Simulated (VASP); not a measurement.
# Ir in VASP: a series of runs

The runs below take Ir through electric field gradients, with PBEsol.

Program: VASP 6.6.1. These are calculated values, not measurements. Logs are shortened: lines on timing, memory, paths and dates and some standing lists are left out, and cuts for length are marked.

### 1 The cell of the first run

The structure is cubic, space group Fm-3m (No. 225). Conventional cell: a = 3.761 Å, b = 3.761 Å, c = 3.761 Å, α = 90.00°, β = 90.00°, γ = 90.00°. Ir (site symmetry m-3m) has 12 Ir at 2.66 Å within 3.5 Å.

### 2 Electric field gradients, PBEsol (volume scaled by 0.94)

The input, INCAR:

```
SYSTEM = Ir
PREC = Accurate
ENCUT = 400
EDIFF = 1E-8
ISMEAR = -1
SIGMA = 0.05
LREAL = .False.
LASPH = .True.
NELM = 120
ALGO = Normal
ISIF = 2
LWAVE = .False.
LCHARG = .False.
GGA = PS
LEFG = .True.
NBANDS = 10
GGA_COMPAT = .False.
```

The input, KPOINTS:

```
regular mesh
0
Gamma
  15 15 15
  0 0 0
```

The input, POSCAR:

```
Ir
1.0
    0.0000000000      1.8805114529      1.8805114529
    1.8805114529      0.0000000000      1.8805114529
    1.8805114529      1.8805114529      0.0000000000
Ir
1
Direct
    0.0000000000      0.0000000000      0.0000000000
```

Potentials or basis: VASP PAW PBE potentials, release 64 (Ir).

Started as:

```bash
$ cat potpaw_PBE.64/Ir/POTCAR > POTCAR
$ mpirun -np 1 vasp_std > vasp.out
```

OUTCAR:

```text
SYSTEM = Ir
   PREC = Accurate
   ENCUT = 400
   EDIFF = 1E-8
   ISMEAR = -1
   LREAL = .False.
   LASPH = .True.
   NELM = 120
   ISIF = 2
   GGA = PS

 ion  position               nearest neighbor table
   1  0.000  0.000  0.000-

  LATTYP: Found a face centered cubic cell.
 ALAT       =     3.7610229058

  Lattice vectors:

 A1 = (   0.0000000000,   1.8805114529,   1.8805114529)
 A2 = (   1.8805114529,   0.0000000000,   1.8805114529)
 A3 = (   1.8805114529,   1.8805114529,   0.0000000000)

Analysis of symmetry for initial positions (statically):
=====================================================================
 Subroutine PRICEL returns:
 Original cell was already a primitive cell.

 Routine SETGRP: Setting up the symmetry group for a
 face centered cubic supercell.

 Subroutine GETGRP returns: Found 48 space group operations
 (whereof 48 operations were pure point group operations)
 out of a pool of 48 trial point group operations.

The static configuration has the point symmetry O_h .

Analysis of symmetry for dynamics (positions and initial velocities):
=====================================================================
 Subroutine PRICEL returns:
 Original cell was already a primitive cell.

 Routine SETGRP: Setting up the symmetry group for a
 face centered cubic supercell.

 Subroutine GETGRP returns: Found 48 space group operations
 (whereof 48 operations were pure point group operations)
 out of a pool of 48 trial point group operations.

The dynamic configuration has the point symmetry O_h .

 Subroutine INISYM returns: Found 48 space group operations
 (whereof 48 operations are pure point group operations),
 and found     1 'primitive' translations

----------------------------------------------------------------------------------------

                                     Primitive cell

  volume of cell :      13.3002

  direct lattice vectors                    reciprocal lattice vectors
     0.000000000  1.880511453  1.880511453    -0.265885113  0.265885113  0.265885113
     1.880511453  0.000000000  1.880511453     0.265885113 -0.265885113  0.265885113
     1.880511453  1.880511453  0.000000000     0.265885113  0.265885113 -0.265885113

  length of vectors
     2.659444801  2.659444801  2.659444801     0.460526525  0.460526525  0.460526525

  position of ions in fractional coordinates (direct lattice)
     0.000000000  0.000000000  0.000000000

  ion indices of the primitive-cell ions
   primitive index   ion index
                 1           1

----------------------------------------------------------------------------------------

 KPOINTS: regular mesh

Automatic generation of k-mesh.
 Grid dimensions read from file:
 generate k-points for:   15   15   15

 Generating k-lattice:

  Cartesian coordinates                     Fractional coordinates (reciprocal lattice)
    -0.017725674  0.017725674  0.017725674     0.066666667  0.000000000  0.000000000
     0.017725674 -0.017725674  0.017725674     0.000000000  0.066666667  0.000000000
     0.017725674  0.017725674 -0.017725674     0.000000000  0.000000000  0.066666667

  Length of vectors
     0.030701768  0.030701768  0.030701768

  Shift w.r.t. Gamma in fractional coordinates (k-lattice)
     0.000000000  0.000000000  0.000000000

 Subroutine IBZKPT returns following result:
 ===========================================

 Found    120 irreducible k-points:

 Following reciprocal coordinates:
            Coordinates               Weight
  0.000000  0.000000  0.000000      1.000000
  0.066667  0.000000  0.000000      8.000000
  0.133333  0.000000  0.000000      8.000000
  0.200000  0.000000  0.000000      8.000000
  0.266667  0.000000  0.000000      8.000000
  0.333333  0.000000  0.000000      8.000000
[... 16 lines left out ...]
  0.133333  0.133333  0.000000      6.000000
  0.200000  0.133333  0.000000     24.000000
 [... further k-points ...]
   k-points           NKPTS =    120   k-points in BZ     NKDIM =    120   number of bands    NBANDS=     10
   number of dos      NEDOS =    301   number of ions     NIONS =      1
   total plane-waves  NPLWV =   5832
   dimension x,y,z NGX =    18 NGY =   18 NGZ =   18
   dimension x,y,z NGXF=    36 NGYF=   36 NGZF=   36
   ions per type =               1
   NGX,Y,Z   is equivalent  to a cutoff of  11.25, 11.25, 11.25 a.u.
   NGXF,Y,Z  is equivalent  to a cutoff of  22.50, 22.50, 22.50 a.u.
 SYSTEM =  Ir
   PREC   = accura    normal or accurate (medium, high low for compatibility)
   ISTART =      0    job   : 0-new  1-cont  2-samecut
   ICHARG =      2    charge: 1-file 2-atom 10-const
   ISPIN  =      1    spin polarized calculation?
   LNONCOLLINEAR =      F non collinear calculations
   LSORBIT =      F    spin-orbit coupling
   LASPH  =      T    aspherical Exc in radial PAW
   ENCUT  =  400.0 eV  29.40 Ry    5.42 a.u.   4.34  4.34  4.34*2*pi/ulx,y,z
   NELM   =    120;   NELMIN=  2; NELMDL= -5     # of ELM steps
   EDIFF  = 0.1E-07   stopping-criterion for ELM
   LREAL  =      F    real-space projection
   EDIFFG = 0.1E-06   stopping-criterion for IOM
   NSW    =      0    number of steps for IOM
   IBRION =     -1    ionic relax: 0-MD 1-quasi-New 2-CG
   NFREE  =      0    steps in history (QN), initial steepest desc. (CG)
   ISIF   =      2    stress and relaxation
   ISYM   =      2    0-nonsym 1-usesym 2-fastsym
   POTIM  = 0.5000    time-step for ionic-motion
   TEBEG  =    0.0;   TEEND  =   0.0 temperature during run
   PSTRESS=    0.0 pullay stress
   NELECT =       9.0000    total number of electrons
   NUPDOWN=      -1.0000    fix difference up-down
   EMIN   =  10.00;   EMAX   =-10.00  energy-range for DOS
   EFERMI =   0.00;   METHOD = LEGACY
   ISMEAR =    -1;   SIGMA  =   0.05  broadening in eV -4-tet -1-fermi 0-gaus
   EFERMI_NEDOS =   21; number of points for ismear=-14 and -15
   IALGO  =     38    algorithm
   IMIX   =      4    mixing-type and parameters
     AMIX     =   0.40;   BMIX     =  1.00
     AMIX_MAG =   1.60;   BMIX_MAG =  1.00
  volume/ion in A,a.u.               =      13.30        89.75
  Fermi-wavevector in a.u.,A,eV,Ry     =   1.437263  2.716034 28.105908  2.065726
  Thomas-Fermi vector in A             =   2.556360
   LORBIT       =      0    0 simple, 1 ext, 2 COOP (PROOUT), +10 PAW based schemes
   GGA     = PS    functional components
   LHFCALC =     F    Hartree Fock is set to
   AEXX    =    0.0000 exact exchange contribution
   IVDW    =     0    specifies the selected vdW correction
   LEPSILON=     F    determine dielectric tensor
   LRPA    =     F    only Hartree local field effects (RPA)
 non-spin polarized calculation
  energy-cutoff  :      400.00
  volume of cell :       13.30
 maximum number of plane-waves:       259
 NGX is ok and might be reduce to    18
   NGX =  9   NGY =  9   NGZ =  9

 number of electron       9.0000001 magnetization

 Free energy of the ion-electron system (eV)
  ---------------------------------------------------
  ext. energy  EPLUGINS =         0.00000000
  ---------------------------------------------------
  free energy    TOTEN  =        -9.76996990 eV

  energy without entropy =       -9.76258159  energy(sigma->0) =       -9.76627574

 E-fermi :  11.4229     XC(G=0): -14.4667

 val. band max:       11.4212567801   @ k =  -0.3333   0.2667   0.0667
 cond. band min:      11.4476668815   @ k =  -0.3333   0.2000   0.0667
 fundamental gap:      0.0264101014
 Fermi energy:        11.4228651125

 k-point     1 :       0.0000    0.0000    0.0000
  band No.  band energies     occupation
      1      -0.5181      2.00000
      2       7.0646      2.00000
      3       7.0646      2.00000
      4       7.0646      2.00000
      5      10.0589      2.00000
      6      10.0589      2.00000
      7      25.5316      0.00000
      8      31.4823      0.00000
      9      31.4823      0.00000
     10      31.4823      0.00000

 k-point     2 :       0.0667    0.0000    0.0000
  band No.  band energies     occupation
      1      -0.3069      2.00000
      2       6.9473      2.00000
      3       7.1581      2.00000
      4       7.1581      2.00000
      5       9.9956      2.00000
      6       9.9956      2.00000
      7      25.9075      0.00000
      8      30.4345      0.00000
      9      31.8398      0.00000
     10      31.8398      0.00000
[... 274 lines left out ...]
 k-point    24 :       0.2000    0.1333    0.0000
  band No.  band energies     occupation
      1       1.2374      2.00000
      2       5.8993      2.00000
      3       7.9214      2.00000
      4       8.0323      2.00000
      5       8.9081      2.00000
      6      10.5724      2.00000
      7      28.4917      0.00000
      8      28.7124      0.00000
      9      32.0566      0.00000
     10      32.5739      0.00000

 [... further k-points ...]
[... 5 lines left out ...]
  --------------------------------------------------------------------------------------
  -------------------------------------------------------------------------------------
  Total        2.1409997      2.1409997      2.1409997      0.0000000      0.0000000      0.0000000
  in kB      257.9106366    257.9106366    257.9106366      0.0000000      0.0000000      0.0000000
  external PRESSURE =     257.9106366 kB  Pullay stress =       0.0000000 kB

 VOLUME and BASIS-vectors are now :
 -----------------------------------------------------------------------------
  energy-cutoff  :      400.00
  volume of cell :       13.30
      direct lattice vectors                 reciprocal lattice vectors
     0.000000000  1.880511453  1.880511453    -0.265885113  0.265885113  0.265885113
     1.880511453  0.000000000  1.880511453     0.265885113 -0.265885113  0.265885113
     1.880511453  1.880511453  0.000000000     0.265885113  0.265885113 -0.265885113

 POSITION                                       TOTAL-FORCE (eV/Angst)
 -----------------------------------------------------------------------------------
      0.00000      0.00000      0.00000         0.000000      0.000000      0.000000
 -----------------------------------------------------------------------------------
    total drift:                                0.000000     -0.000000      0.000000

  FREE ENERGIE OF THE ION-ELECTRON SYSTEM (eV)
  ---------------------------------------------------
  free  energy   TOTEN  =        -9.7699698972 eV

  energy  without entropy=       -9.7625815865  energy(sigma->0) =       -9.76627574

 Electric field gradients (V/A^2)
---------------------------------------------------------------------
 ion       V_xx      V_yy      V_zz      V_xy      V_xz      V_yz
---------------------------------------------------------------------
   1      -0.000    -0.000     0.000     0.000     0.000     0.000
---------------------------------------------------------------------

 Electric field gradients after diagonalization (V/A^2)
 (convention: |V_zz| > |V_xx| > |V_yy|)
----------------------------------------------------------------------
 ion       V_xx      V_yy      V_zz     asymmetry (V_yy - V_xx)/ V_zz
----------------------------------------------------------------------
   1      -0.000    -0.000     0.000       0.000
----------------------------------------------------------------------

           NMR quadrupolar parameters

 Cq : quadrupolar parameter    Cq=e*Q*V_zz/h
 eta: asymmetry parameters     (V_yy - V_xx)/ V_zz
 Q  : nuclear electric quadrupole moment in mb (millibarn)
----------------------------------------------------------------------
 ion       Cq(MHz)       eta       Q (mb)
----------------------------------------------------------------------
   1       0.000       0.000       1.000
----------------------------------------------------------------------
```

Run time: 21 s. Hardware: 1 thread of Intel Xeon 8259CL, shared host; peak memory 0.13 GiB.

Results:

| Quantity | Value |
| --- | --- |
| Free energy | -9.7700 eV |
| Pressure | 25.8 GPa |

Caveat: without QUAD_EFG the Cq values of the log hold for a quadrupole moment of 1 mb, not for the nuclei; the PAW data sets were made with another functional, which shifts forces and pressure a little; spin-orbit coupling is left out, which moves the levels of the heavy elements.

### 3 Electric field gradients, PBEsol (volume scaled by 0.9405)

The input, INCAR:

```
PREC = Accurate
ENCUT = 400
EDIFF = 1E-8
ISMEAR = -1
SIGMA = 0.05
LREAL = False
LASPH = True
NELM = 120
ALGO = Normal
ISIF = 2
LWAVE = False
LCHARG = False
GGA = PS
LEFG = True
NBANDS = 10
GGA_COMPAT = False
```

The input, KPOINTS:

```
regular mesh
0
Gamma
  15 15 15
```

The input, POSCAR:

```
Ir
1.0
    0.0000000000      1.8808448178      1.8808448178
    1.8808448178      0.0000000000      1.8808448178
    1.8808448178      1.8808448178      0.0000000000
Ir
1
Direct
    0.0000000000      0.0000000000      0.0000000000
```

Potentials or basis: VASP PAW PBE potentials, release 64 (Ir).

Started as:

```bash
$ cat potpaw_PBE.64/Ir/POTCAR > POTCAR
$ mpirun -np 1 vasp_std > vasp.out
```

OUTCAR:

```text
PREC = Accurate
   ENCUT = 400
   EDIFF = 1E-8
   ISMEAR = -1
   LREAL = False
   LASPH = True
   NELM = 120
   ISIF = 2
   GGA = PS

 ion  position               nearest neighbor table
   1  0.000  0.000  0.000-

  LATTYP: Found a face centered cubic cell.
 ALAT       =     3.7616896356

  Lattice vectors:

 A1 = (   0.0000000000,   1.8808448178,   1.8808448178)
 A2 = (   1.8808448178,   0.0000000000,   1.8808448178)
 A3 = (   1.8808448178,   1.8808448178,   0.0000000000)

Analysis of symmetry for initial positions (statically):
=====================================================================
 Subroutine PRICEL returns:
 Original cell was already a primitive cell.

 Routine SETGRP: Setting up the symmetry group for a
 face centered cubic supercell.
[... 493 lines left out ...]
  in kB      255.1687022    255.1687022    255.1687022      0.0000000     -0.0000000      0.0000000
  external PRESSURE =     255.1687022 kB  Pullay stress =       0.0000000 kB

 VOLUME and BASIS-vectors are now :
 -----------------------------------------------------------------------------
  energy-cutoff  :      400.00
  volume of cell :       13.31
      direct lattice vectors                 reciprocal lattice vectors
     0.000000000  1.880844818  1.880844818    -0.265837987  0.265837987  0.265837987
     1.880844818  0.000000000  1.880844818     0.265837987 -0.265837987  0.265837987
     1.880844818  1.880844818  0.000000000     0.265837987  0.265837987 -0.265837987

 POSITION                                       TOTAL-FORCE (eV/Angst)
 -----------------------------------------------------------------------------------
      0.00000      0.00000      0.00000         0.000000      0.000000      0.000000
 -----------------------------------------------------------------------------------
    total drift:                               -0.000000     -0.000000      0.000000

  FREE ENERGIE OF THE ION-ELECTRON SYSTEM (eV)
  ---------------------------------------------------
  free  energy   TOTEN  =        -9.7711021358 eV

  energy  without entropy=       -9.7637081675  energy(sigma->0) =       -9.76740515

 Electric field gradients (V/A^2)
---------------------------------------------------------------------
 ion       V_xx      V_yy      V_zz      V_xy      V_xz      V_yz
---------------------------------------------------------------------
   1      -0.000     0.000    -0.000     0.000     0.000     0.000
---------------------------------------------------------------------

 Electric field gradients after diagonalization (V/A^2)
 (convention: |V_zz| > |V_xx| > |V_yy|)
----------------------------------------------------------------------
 ion       V_xx      V_yy      V_zz     asymmetry (V_yy - V_xx)/ V_zz
----------------------------------------------------------------------
   1      -0.000    -0.000     0.000       0.000
----------------------------------------------------------------------

           NMR quadrupolar parameters

 Cq : quadrupolar parameter    Cq=e*Q*V_zz/h
 eta: asymmetry parameters     (V_yy - V_xx)/ V_zz
 Q  : nuclear electric quadrupole moment in mb (millibarn)
----------------------------------------------------------------------
 ion       Cq(MHz)       eta       Q (mb)
----------------------------------------------------------------------
   1       0.000       0.000       1.000
----------------------------------------------------------------------
```

OSZICAR:

```text
N       E                     dE             d eps       ncg     rms          rms(c)
DAV:   1     0.359165622817E+02    0.35917E+02   -0.37847E+03  2576   0.660E+02
DAV:   2    -0.972285202162E+01   -0.45639E+02   -0.42640E+02  2466   0.173E+02
DAV:   3    -0.103658460798E+02   -0.64299E+00   -0.64206E+00  2838   0.245E+01
DAV:   4    -0.103713050000E+02   -0.54589E-02   -0.54580E-02  2768   0.213E+00
DAV:   5    -0.103714040580E+02   -0.99058E-04   -0.99055E-04  2756   0.261E-01    0.186E+01
DAV:   6    -0.988450259670E+01    0.48690E+00   -0.75545E-01  2692   0.106E+01    0.776E+00
DAV:   7    -0.977858052978E+01    0.10592E+00   -0.28402E-01  2876   0.595E+00    0.145E+00
DAV:   8    -0.977656555192E+01    0.20150E-02   -0.19648E-03  2584   0.452E-01    0.122E+00
DAV:   9    -0.977112909189E+01    0.54365E-02   -0.28806E-03  2626   0.767E-01    0.576E-02
DAV:  10    -0.977110031550E+01    0.28776E-04   -0.27514E-05  3520   0.621E-02    0.238E-02
DAV:  11    -0.977110204962E+01   -0.17341E-05   -0.15863E-06  2662   0.816E-03    0.325E-03
DAV:  12    -0.977110202940E+01    0.20216E-07   -0.29993E-08  2982   0.154E-03    0.323E-03
DAV:  13    -0.977110213355E+01   -0.10415E-06   -0.25407E-09  1426   0.434E-04    0.150E-04
DAV:  14    -0.977110213584E+01   -0.22940E-08   -0.14772E-10  1278   0.128E-04
   1 F= -.97711021E+01 E0= -.97674052E+01  d E =-.739397E-02
```

Run time: 20 s. Hardware: 1 thread of Intel Xeon 8259CL, shared host; peak memory 0.13 GiB.

Results:

```
Free energy : -9.7711 eV
Pressure    : 25.5 GPa
```

Levels at points of the mesh, in eV from the Fermi level:
| k point | band 1 | band 2 | band 3 | band 4 | band 5 | band 6 | band 7 | band 8 | band 9 |
| --- | --- | --- | --- | --- | --- | --- | --- | --- | --- |
| (0.00, 0.00, 0.00) | -11.93 | -4.35 | -4.35 | -4.35 | -1.36 | -1.36 | 14.11 | 20.06 | 20.06 |

Caveat: without QUAD_EFG the Cq values of the log hold for a quadrupole moment of 1 mb, not for the nuclei; the PAW data sets were made with another functional, which shifts forces and pressure a little; spin-orbit coupling is left out, which moves the levels of the heavy elements.

[end of part 1 of 3]
